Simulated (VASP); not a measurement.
A run of VASP 6.6.1 is set up as follows.

File INCAR:

```
SYSTEM = Ru
PREC = Accurate ; ENCUT = 520
EDIFF = 1E-6 ; ISMEAR = 0
SIGMA = 0.15 ; LREAL = .False.
LASPH = .True. ; NELM = 60
ALGO = Fast ; ISIF = 2
LWAVE = .False. ; LCHARG = .False.
GGA = PE ; NBANDS = 21
```

Contents of KPOINTS:

```
regular mesh
0
Gamma
  24 24 14
  0 0 0
```

The input POSCAR:

```
Ru
1.0
    2.7200250909      0.0000000000      0.0000000000
   -1.3600125454      2.3556108276      0.0000000000
    0.0000000000      0.0000000000      4.2967694965
Ru
2
Direct
    0.3948413177      0.7116936363      0.2500000000
    0.6051586823      0.2883063637      0.7500000000
```

Potentials or basis: VASP PAW PBE potentials, release 64 (Ru_pv).

Command:

```sh
$ cat potpaw_PBE.64/Ru_pv/POTCAR > POTCAR
$ mpirun -np 1 vasp_std > vasp.out
```

(1) What does it give for the pressure?

(2) Predict the largest force.

Results:

(1) 3.8 GPa.

(2) 2.047 eV/Å.

Caveat: the cell differs from its parent crystal (atoms displaced along a vibrational mode); the stress differs along the axes, from -2 to 9 GPa; forces of over 1 eV/Å act on the atoms, so gaps and moduli don't describe the material at rest.
